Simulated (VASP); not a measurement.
Set up this calculation in VASP 6.6.1, as the native input.

- Task: single point
- Functional: RPBE
- Potentials or basis: VASP PAW PBE potentials, release 64 (Be)
- Cutoff: 520 eV
- k mesh: 26 × 26 × 14
- Occupations: fermi-dirac, width 0.1 eV
- Spin: no spin polarisation
- Dipole correction: no
- Further INCAR settings: ALGO = Normal; EDIFF = 1e-06; NBANDS = 9

The structure of Be lies in POSCAR:

```
Be
1.0
    2.2856161346      0.0000000000      0.0000000000
   -1.1428080673      1.9794016358      0.0000000000
    0.0000000000      0.0000000000      3.5871258646
Be
2
Direct
    0.3333333333      0.6666666667      0.2500000000
    0.6666666667      0.3333333333      0.7500000000
```

The input as run:

INCAR

```
SYSTEM = Be
  PREC = Accurate
  ENCUT = 520
  EDIFF = 1E-6
  ISMEAR = -1
  SIGMA = 0.1
  LREAL = .FALSE.
  LASPH = .TRUE.
  NELM = 80
  ALGO = Normal
  ISIF = 2
  LWAVE = .FALSE.
  LCHARG = .FALSE.
  GGA = RP
  NBANDS = 9
```

KPOINTS

```
Automatic mesh
0
G
  26 26 14
  0 0 0
```

Potentials or basis: VASP PAW PBE potentials, release 64 (Be).

Launch:

```bash
$ cat potpaw_PBE.64/Be/POTCAR > POTCAR
$ mpirun -np 1 vasp_std > vasp.out
```

Results of the run:

| Quantity | Value |
| --- | --- |
| Pressure | 0.0 GPa |
| Band gap on the k mesh | zero (band 2 reaches 8.01 eV, above the bottom of band 3 at 6.32 eV) |

Caveat: the PAW data sets were made with another functional, which shifts forces and pressure a little.

Wall time 38 s on 1 thread of Intel Xeon 6975P-C, on a shared host, peak memory 0.18 GiB.
